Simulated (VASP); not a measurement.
Wanted: the native input for a VASP 6.6.1 run.

| Item | Value |
| --- | --- |
| Task | relaxation of cell and atoms |
| Functional | LDA |
| Potentials or basis | VASP PAW LDA potentials, release 64 (Mg) |
| Cutoff | 600 eV |
| k mesh | 20 × 20 × 20 |
| Occupations | gaussian, width 0.1 eV |
| Spin | no spin polarisation |
| Target pressure | 75 GPa |
| Dipole correction | no |
| Further INCAR settings | ALGO = Normal; EDIFF = 1e-07; IBRION = 2; EDIFFG = -0.004; NSW = 70; ISIF = 3 |

The structure of Mg lies in POSCAR:

```
Mg
1.0
   -1.4373059141      1.4373059141      1.4373059141
    1.4373059141     -1.4373059141      1.4373059141
    1.4373059141      1.4373059141     -1.4373059141
Mg
1
Direct
    0.0000000000      0.0000000000      0.0000000000
```

One way to write it, as run:

INCAR

```
SYSTEM = Mg
PREC = Accurate ; ENCUT = 600
EDIFF = 1E-7 ; ISMEAR = 0
SIGMA = 0.1 ; LREAL = .False.
LASPH = .True. ; NELM = 80
ALGO = Normal ; ISIF = 3
LWAVE = .False. ; LCHARG = .False.
IBRION = 2 ; NSW = 70
EDIFFG = -0.004 ; PSTRESS = 750.0
```

KPOINTS

```
Automatic mesh
0
Gamma
  20 20 20
  0 0 0
```

Potentials or basis: VASP PAW LDA potentials, release 64 (Mg).

The run is started by

```bash
$ cat potpaw_LDA.64/Mg/POTCAR > POTCAR
$ mpirun -np 1 vasp_std > vasp.out
```

Results of the run:

| Quantity | Value |
| --- | --- |
| Relaxed volume | 11.92 Å³/atom |
| Relaxed cell | a = 2.492 Å, b = 2.492 Å, c = 2.492 Å, α = 109.47°, β = 109.47°, γ = 109.47° |
| Space group after relaxing (to 0.05 Å) | Im-3m (No. 229) |
| Energy change on relaxing (the enthalpy is what falls) | -18.8 meV/atom |
| Ionic steps | 3 |
| Pressure after relaxing | 75.0 GPa |
| Band gap on the k mesh | zero (band 1 reaches 10.92 eV, above the bottom of band 2 at 6.10 eV) |

Caveat: the cell is relaxed towards a set pressure, so the enthalpy falls and the energy may rise.

Wall time 10 s on 1 thread of Intel(R) Xeon(R) 6975P-C (Granite Rapids), on a shared host, peak memory 0.14 GiB.
